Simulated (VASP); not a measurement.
Input of a VASP 6.6.1 run:

The input INCAR:

```
PREC = Accurate
ENCUT = 520
EDIFF = 1E-6
ISMEAR = -1
SIGMA = 0.05
LREAL = F
LASPH = T
NELM = 60
ALGO = Normal
ISIF = 2
LWAVE = F
LCHARG = F
GGA = PS
IVDW = 12
NBANDS = 9
```

Contents of KPOINTS:

```
regular mesh
0
Gamma
  10 10 5
```

Contents of POSCAR:

```
Mg
1.0
    3.0939111782      0.0000000000      0.0000000000
   -1.5469555891      2.6794056774      0.0000000000
    0.0000000000      0.0000000000      5.1634448171
Mg
2
Direct
    0.6666666667      0.3333333333      0.7500000000
    0.3333333333      0.6666666667      0.2500000000
```

Potentials or basis: VASP PAW PBE potentials, release 64 (Mg).

Run with:

```bash
$ cat potpaw_PBE.64/Mg/POTCAR > POTCAR
$ mpirun -np 1 vasp_std > vasp.out
```

Estimate the band gap on the k mesh.

zero (band 2 reaches 3.51 eV, above the bottom of band 3 at 1.47 eV).

Estimate the dispersion energy per atom.

-0.281 eV.

Predict the pressure.

0.0 GPa.

Caveat: the PAW data sets were made with another functional, which shifts forces and pressure a little; pairwise dispersion overbinds metals, which lowers pressure and volume.
